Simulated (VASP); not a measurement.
# BaTiO3 (R3m) in VASP: relaxation of cell and atoms with PBE+D3(BJ)

Aim: the relaxation of cell and atoms of BaTiO3 with PBE+D3(BJ).

All numbers are computed with VASP 6.6.1; they aren't measurements. Logs are shortened: lines on timing, memory, paths and dates and some standing lists are left out, and cuts for length are marked.

## Step 1: The cell of the first run

It takes space group R3m (No. 160, trigonal). Conventional cell: a = 5.726 Å, b = 5.726 Å, c = 7.069 Å, α = 90.00°, β = 90.00°, γ = 120.00°. Within 3.7 Å of Ba (site symmetry 3m) lie 12 O at 2.78 to 2.98 Å and 8 Ti at 3.43 to 3.64 Å. Ti (site symmetry 3m) has 6 O at 1.87 to 2.21 Å within 2.5 Å. Within 2.5 Å of O (site symmetry m) lie 2 Ti at 1.87 to 2.21 Å.

## Step 2: Relaxation of cell and atoms, PBE+D3(BJ)

Input file INCAR:

```
SYSTEM = BaTiO3
PREC     = Accurate       ! precision mode
ENCUT    = 600            ! plane-wave cutoff, eV
EDIFF    = 1E-6           ! SCF threshold, eV
ISMEAR   = 0              ! smearing method
SIGMA    = 0.02           ! smearing width, eV
LREAL    = .False.        ! projectors in reciprocal space
LASPH    = .True.         ! aspherical terms in the spheres
NELM     = 60             ! most SCF steps
ALGO     = Normal         ! electronic algorithm
ISIF     = 3              ! what is computed and relaxed
LWAVE    = .False.        ! write WAVECAR
LCHARG   = .False.        ! write CHGCAR
GGA      = PE             ! functional
IVDW     = 12             ! dispersion correction
IBRION   = 2              ! ionic algorithm
NSW      = 70             ! ionic steps
EDIFFG   = -0.005         ! ionic threshold
```

Input file KPOINTS:

```
regular mesh
0
Gamma
  6 6 6
  0 0 0
```

Input file POSCAR:

```
BaTiO3
1.0
    2.8630706680      1.6529946209      2.3563003660
   -2.8630706680      1.6529946209      2.3563003660
    0.0000000000     -3.3059892418      2.3563003660
Ba Ti O
1 1 3
Direct
    0.0049545184      0.0049545184      0.0049545184
    0.5191875185      0.5191875185      0.5191875185
    0.4883938476      0.4883938476      0.9777702680
    0.4883938476      0.9777702680      0.4883938476
    0.9777702680      0.4883938476      0.4883938476
```

Potentials or basis: VASP PAW PBE potentials, release 64 (Ba_sv, Ti_sv, O).

Run with:

```console
cat potpaw_PBE.64/Ba_sv/POTCAR potpaw_PBE.64/Ti_sv/POTCAR potpaw_PBE.64/O/POTCAR > POTCAR
mpirun -np 1 vasp_std > vasp.out
```

OUTCAR:

```text
SYSTEM = BaTiO3
   PREC = Accurate
   ENCUT = 600
   EDIFF = 1E-6
   ISMEAR = 0
   LREAL = .False.
   LASPH = .True.
   NELM = 60
   ISIF = 3
   GGA = PE
   IVDW = 12
   IBRION = 2
   NSW = 70
   EDIFFG = -0.005
 IVDW          = 12

 ion  position               nearest neighbor table
   1  0.005  0.005  0.005-   4 2.78   5 2.78   3 2.78   3 2.87   3 2.87   4 2.87   5 2.87   5 2.87
                             4 2.87   5 2.98   4 2.98   3 2.98   2 3.43   2 3.48   2 3.48   2 3.48
   2  0.519  0.519  0.519-   4 1.87   5 1.87   3 1.87   4 2.21   5 2.21   3 2.21   1 3.43   1 3.48
                             1 3.48   1 3.48   1 3.54   1 3.54   1 3.54   1 3.64
   3  0.488  0.488  0.978-   2 1.87   2 2.21   1 2.78   1 2.87   1 2.87   1 2.98
   4  0.488  0.978  0.488-   2 1.87   2 2.21   1 2.78   1 2.87   1 2.87   1 2.98
   5  0.978  0.488  0.488-   2 1.87   2 2.21   1 2.78   1 2.87   1 2.87   1 2.98

  LATTYP: Found a trigonal (rhomboedric) cell.
 ALAT       =     4.0597680083
 COS(alpha) =     0.0053009638

  Lattice vectors:

 A1 = (   2.8630706680,   1.6529946209,   2.3563003660)
 A2 = (  -2.8630706680,   1.6529946209,   2.3563003660)
 A3 = (   0.0000000000,  -3.3059892418,   2.3563003660)

Analysis of symmetry for initial positions (statically):
=====================================================================
 Subroutine PRICEL returns:
 Original cell was already a primitive cell.

 Routine SETGRP: Setting up the symmetry group for a
 trigonal (rhombohedral) supercell.

 Subroutine GETGRP returns: Found  6 space group operations
 (whereof  6 operations were pure point group operations)
 out of a pool of 12 trial point group operations.

The static configuration has the point symmetry C_3v.

Analysis of symmetry for dynamics (positions and initial velocities):
=====================================================================
 Subroutine PRICEL returns:
 Original cell was already a primitive cell.

 Routine SETGRP: Setting up the symmetry group for a
 trigonal (rhombohedral) supercell.

 Subroutine GETGRP returns: Found  6 space group operations
 (whereof  6 operations were pure point group operations)
 out of a pool of 12 trial point group operations.

The dynamic configuration has the point symmetry C_3v.

 Subroutine INISYM returns: Found  6 space group operations
 (whereof  6 operations are pure point group operations),
 and found     1 'primitive' translations

----------------------------------------------------------------------------------------

                                     Primitive cell

  volume of cell :      66.9091

  direct lattice vectors                    reciprocal lattice vectors
     2.863070668  1.652994621  2.356300366     0.174637673  0.100827108  0.141464704
    -2.863070668  1.652994621  2.356300366    -0.174637673  0.100827108  0.141464704
     0.000000000 -3.305989242  2.356300366     0.000000000 -0.201654215  0.141464704

  length of vectors
     4.059768008  4.059768008  4.059768008     0.246326379  0.246326379  0.246326379

  position of ions in fractional coordinates (direct lattice)
     0.004954518  0.004954518  0.004954518
     0.519187518  0.519187518  0.519187518
     0.488393848  0.488393848  0.977770268
     0.488393848  0.977770268  0.488393848
     0.977770268  0.488393848  0.488393848

  ion indices of the primitive-cell ions
   primitive index   ion index
                 1           1
                 2           2
                 3           3
                 4           4
                 5           5

----------------------------------------------------------------------------------------

 KPOINTS: regular mesh

Automatic generation of k-mesh.
 Grid dimensions read from file:
 generate k-points for:    6    6    6

 Generating k-lattice:

  Cartesian coordinates                     Fractional coordinates (reciprocal lattice)
     0.029106279  0.016804518  0.023577451     0.166666667  0.000000000  0.000000000
    -0.029106279  0.016804518  0.023577451     0.000000000  0.166666667  0.000000000
     0.000000000 -0.033609036  0.023577451     0.000000000  0.000000000  0.166666667

  Length of vectors
     0.041054397  0.041054397  0.041054397

  Shift w.r.t. Gamma in fractional coordinates (k-lattice)
     0.000000000  0.000000000  0.000000000

 Subroutine IBZKPT returns following result:
 ===========================================

 Found     32 irreducible k-points:

 Following reciprocal coordinates:
            Coordinates               Weight
  0.000000  0.000000  0.000000      1.000000
  0.166667  0.000000 -0.000000      6.000000
  0.333333 -0.000000  0.000000      6.000000
  0.500000  0.000000 -0.000000      3.000000
  0.166667  0.166667 -0.000000      6.000000
  0.333333  0.166667  0.000000     12.000000
[... 16 lines left out ...]
  0.500000  0.500000  0.166667      6.000000
 -0.333333  0.500000  0.166667     12.000000
 [... further k-points ...]
   k-points           NKPTS =     32   k-points in BZ     NKDIM =     32   number of bands    NBANDS=     24
   number of dos      NEDOS =    301   number of ions     NIONS =      5
   total plane-waves  NPLWV =  32768
   dimension x,y,z NGX =    32 NGY =   32 NGZ =   32
   dimension x,y,z NGXF=    64 NGYF=   64 NGZF=   64
   ions per type =               1   1   3
   NGX,Y,Z   is equivalent  to a cutoff of  13.10, 13.10, 13.10 a.u.
   NGXF,Y,Z  is equivalent  to a cutoff of  26.21, 26.21, 26.21 a.u.
 SYSTEM =  BaTiO3
   PREC   = accura    normal or accurate (medium, high low for compatibility)
   ISTART =      0    job   : 0-new  1-cont  2-samecut
   ICHARG =      2    charge: 1-file 2-atom 10-const
   ISPIN  =      1    spin polarized calculation?
   LNONCOLLINEAR =      F non collinear calculations
   LSORBIT =      F    spin-orbit coupling
   LASPH  =      T    aspherical Exc in radial PAW
   ENCUT  =  600.0 eV  44.10 Ry    6.64 a.u.   8.11  8.11  8.11*2*pi/ulx,y,z
   NELM   =     60;   NELMIN=  2; NELMDL= -5     # of ELM steps
   EDIFF  = 0.1E-05   stopping-criterion for ELM
   LREAL  =      F    real-space projection
   EDIFFG = -.5E-02   stopping-criterion for IOM
   NSW    =     70    number of steps for IOM
   IBRION =      2    ionic relax: 0-MD 1-quasi-New 2-CG
   NFREE  =      1    steps in history (QN), initial steepest desc. (CG)
   ISIF   =      3    stress and relaxation
   ISYM   =      2    0-nonsym 1-usesym 2-fastsym
   POTIM  = 0.5000    time-step for ionic-motion
   TEBEG  =    0.0;   TEEND  =   0.0 temperature during run
   PSTRESS=    0.0 pullay stress
   NELECT =      40.0000    total number of electrons
   NUPDOWN=      -1.0000    fix difference up-down
   EMIN   =  10.00;   EMAX   =-10.00  energy-range for DOS
   EFERMI =   0.00;   METHOD = LEGACY
   ISMEAR =     0;   SIGMA  =   0.02  broadening in eV -4-tet -1-fermi 0-gaus
   EFERMI_NEDOS =   21; number of points for ismear=-14 and -15
   IALGO  =     38    algorithm
   IMIX   =      4    mixing-type and parameters
     AMIX     =   0.40;   BMIX     =  1.00
     AMIX_MAG =   1.60;   BMIX_MAG =  1.00
  volume/ion in A,a.u.               =      13.38        90.31
  Fermi-wavevector in a.u.,A,eV,Ry     =   1.379112  2.606145 25.877618  1.901951
  Thomas-Fermi vector in A             =   2.504112
   LORBIT       =      0    0 simple, 1 ext, 2 COOP (PROOUT), +10 PAW based schemes
   GGA     = PE    functional components
   LHFCALC =     F    Hartree Fock is set to
   AEXX    =    0.0000 exact exchange contribution
   IVDW    =    12    specifies the selected vdW correction
   LEPSILON=     F    determine dielectric tensor
   LRPA    =     F    only Hartree local field effects (RPA)
 conjugate gradient relaxation of ions
 non-spin polarized calculation
 Gauss-broadening in eV      SIGMA  =   0.02
  energy-cutoff  :      600.00
  volume of cell :       66.91
 maximum number of plane-waves:      2272
   NGX = 17   NGY = 17   NGZ = 17

--------------------------------------- Ionic step        1  -------------------------------------------

 number of electron      39.9999998 magnetization

 Free energy of the ion-electron system (eV)
  ---------------------------------------------------
  ext. energy  EPLUGINS =         0.00000000
  ---------------------------------------------------
  free energy    TOTEN  =       -40.06226904 eV

  energy without entropy =      -40.06226904  energy(sigma->0) =      -40.06226904

------------------------ aborting loop because EDIFF is reached ----------------------------------------

 Edisp (eV)   -1.26888

 E8    (eV) :    -0.5771

  FORCE on cell =-STRESS in cart. coord.  units (eV):
  Direction    XX          YY          ZZ          XY          YZ          ZX
  --------------------------------------------------------------------------------------
  -------------------------------------------------------------------------------------
  Total      -0.69113    -0.69113    -0.72688     0.00000     0.00000     0.00000
  in kB     -16.54956   -16.54956   -17.40546     0.00000     0.00000     0.00000
  external pressure =      -16.83 kB  Pullay stress =        0.00 kB
[... 106 lines left out ...]
  FREE ENERGIE OF THE ION-ELECTRON SYSTEM (eV)
  ---------------------------------------------------
  free  energy   TOTEN  =       -41.3361356820 eV

  energy  without entropy=      -41.3361356820  energy(sigma->0) =      -41.33613568

[... ionic steps 4 to 14 ...]

--------------------------------------- Ionic step       15  -------------------------------------------

 number of electron      39.9999999 magnetization

------------------------ aborting loop because EDIFF is reached ----------------------------------------

 Edisp (eV)   -1.29535

 E8    (eV) :    -0.5891
[... 75 lines left out ...]
  energy  without entropy=      -41.3411156803  energy(sigma->0) =      -41.34111568

--------------------------------------- Ionic step       17  -------------------------------------------

 number of electron      39.9999999 magnetization

 Free energy of the ion-electron system (eV)
  ---------------------------------------------------
  ext. energy  EPLUGINS =         0.00000000
  ---------------------------------------------------
  free energy    TOTEN  =       -40.04606768 eV

  energy without entropy =      -40.04606768  energy(sigma->0) =      -40.04606768

 E-fermi :   3.7927     XC(G=0): -11.1220

 val. band max:        3.6003114133   @ k =   0.5000   0.5000   0.5000
 cond. band min:       5.9912093656   @ k =   0.0000   0.0000   0.0000
 fundamental gap:      2.3908979523
 Fermi energy:         3.7926961163

 k-point     1 :       0.0000    0.0000    0.0000
  band No.  band energies     occupation
      1     -52.7507      2.00000
      2     -28.9982      2.00000
      3     -28.9969      2.00000
      4     -28.9969      2.00000
      5     -21.2506      2.00000
      6     -13.1757      2.00000
[... 637 lines left out ...]
     23       7.6182      0.00000
     24       9.2492      0.00000

 [... further k-points ...]

------------------------ aborting loop because EDIFF is reached ----------------------------------------

 Edisp (eV)   -1.29505

 E8    (eV) :    -0.5889

  FORCE on cell =-STRESS in cart. coord.  units (eV):
  Direction    XX          YY          ZZ          XY          YZ          ZX
  --------------------------------------------------------------------------------------
  -------------------------------------------------------------------------------------
  Total      -0.01899    -0.01899    -0.01506     0.00000     0.00000     0.00000
  in kB      -0.46392    -0.46392    -0.36795     0.00000     0.00000     0.00000
  external pressure =       -0.43 kB  Pullay stress =        0.00 kB
[... 20 lines left out ...]
  FREE ENERGIE OF THE ION-ELECTRON SYSTEM (eV)
  ---------------------------------------------------
  free  energy   TOTEN  =       -41.3411183711 eV

  energy  without entropy=      -41.3411183711  energy(sigma->0) =      -41.34111837

 reached required accuracy - stopping structural energy minimisation
```

Run time: 8.4 min. Hardware: 1 thread of AMD EPYC 7R43 (Zen 3), shared host; peak memory 0.2 GiB.

What came out:

* Free energy: -41.3411 eV
* Relaxed volume: 13.11 Å³/atom
* Relaxed cell: a = 4.033 Å, b = 4.033 Å, c = 4.033 Å, α = 89.81°, β = 89.81°, γ = 89.81°
* Space group after relaxing (to 0.05 Å): R3m (No. 160)
* Energy gained by relaxing: 2.0 meV/atom
* Ionic steps: 17
* Pressure after relaxing: 0.0 GPa
* Band gap on the k mesh: 2.39 eV, indirect (least direct gap 2.83 eV)
* Dispersion energy per atom: -0.259 eV

Forces on the atoms (eV/Å):
```
Ba   0.000  0.000 -0.001
Ti   0.000  0.000  0.000
O    0.000  0.002  0.000
O    0.002 -0.001  0.000
O   -0.002 -0.001  0.000
```

Step by step:
```csv
step,energy change (eV),largest force (eV/Å),pressure (GPa),volume (Å³)
1,0.0000,0.0785,-1.68,66.91
2,-0.0036,0.2669,1.29,65.56
3,-0.0050,0.2026,0.25,66.02
4,-0.0084,0.0895,0.14,65.75
5,-0.0091,0.0709,0.12,65.54
6,-0.0097,0.0463,-0.09,65.62
7,-0.0098,0.0282,-0.22,65.68
8,-0.0099,0.0300,0.18,65.51
9,-0.0099,0.0144,0.08,65.57
10,-0.0099,0.0142,-0.01,65.59
11,-0.0099,0.0134,0.00,65.58
12,-0.0099,0.0135,0.01,65.58
13,-0.0100,0.0056,-0.01,65.56
14,-0.0100,0.0069,0.01,65.56
15,-0.0100,0.0069,0.01,65.56
16,-0.0100,0.0051,0.02,65.56
17,-0.0100,0.0022,-0.04,65.57
```

Final structure:
```cif
data_structure
_symmetry_space_group_name_H-M 'P 1'
_symmetry_Int_Tables_number 1
_cell_length_a 4.0325
_cell_length_b 4.0325
_cell_length_c 4.0325
_cell_angle_alpha 89.806
_cell_angle_beta 89.806
_cell_angle_gamma 89.806
_cell_volume 65.57
loop_
_atom_site_label
_atom_site_type_symbol
_atom_site_fract_x
_atom_site_fract_y
_atom_site_fract_z
_atom_site_occupancy
Ba1 Ba 0.00237 0.00237 0.00237 1
Ti1 Ti 0.51577 0.51577 0.51577 1
O1 O 0.48964 0.48964 0.98128 1
O2 O 0.48964 0.98128 0.48964 1
O3 O 0.98128 0.48964 0.48964 1
```

Levels at points of the mesh, in eV from the valence-band top:
```
           k point  band 17  band 18  band 19  band 20  band 21  band 22  band 23  band 24
(0.00, 0.00, 0.00)    -1.03    -0.57    -0.44    -0.44     2.39     2.39     2.54     4.39
(0.50, 0.00, 0.00)    -1.67    -1.59    -0.98    -0.84     2.55     3.70     3.81     4.36
(0.50, 0.50, 0.00)    -1.61    -0.90    -0.85    -0.09     3.78     3.78     4.10     4.91
(0.50, 0.50, 0.50)    -2.34    -0.02    -0.02     0.00     4.20     4.37     4.37     6.50
```

Caveat: spin-orbit coupling is left out, which moves the levels of the heavy elements.
